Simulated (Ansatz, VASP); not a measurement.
**SiGe5: VASP beside Ansatz**

```
Si Ge
1.0
     5.14950    0.00000    0.00000
    -2.57475    4.45960    0.00000
     0.00000    0.00000    4.86041
Si Ge
1 5
Cartesian
  0.0000 0.0000 0.0000
  0.0000 2.9731 0.0000
  2.5748 1.4865 0.0000
  1.7165 2.9731 2.4302
  1.7165 0.0000 2.4302
  -0.8583 1.4865 2.4302
```

Alike in both runs: task relaxation of cell and atoms; functional PBE; k mesh 12 × 12 × 8; occupations gaussian, width 0.1 eV; no spin polarisation.

|  | VASP | Ansatz |
| --- | --- | --- |
| version | VASP 6.6.1 | Ansatz 0.2.0 |
| potentials or method | VASP PAW PBE potentials, release 64 (Si, Ge_d), cutoff 600 eV | scalar-relativistic, plane waves, PAW |
| valence electrons in the cell | 74 | 74 |

|  | VASP | Ansatz | Ansatz less VASP |
| --- | --- | --- | --- |
| gap on the k mesh at the Fermi level, each at its own relaxed structure (eV) | none | none | - |
| relaxed volume (Å³/atom) | 18.70 | 18.68 | -0.021 |
| relaxed length of the cell vector where the two differ most in proportion (Å) | 5.075 | 5.072 | -0.0029 |

A gap of «none» marks a metal or a gap that the smearing closes.
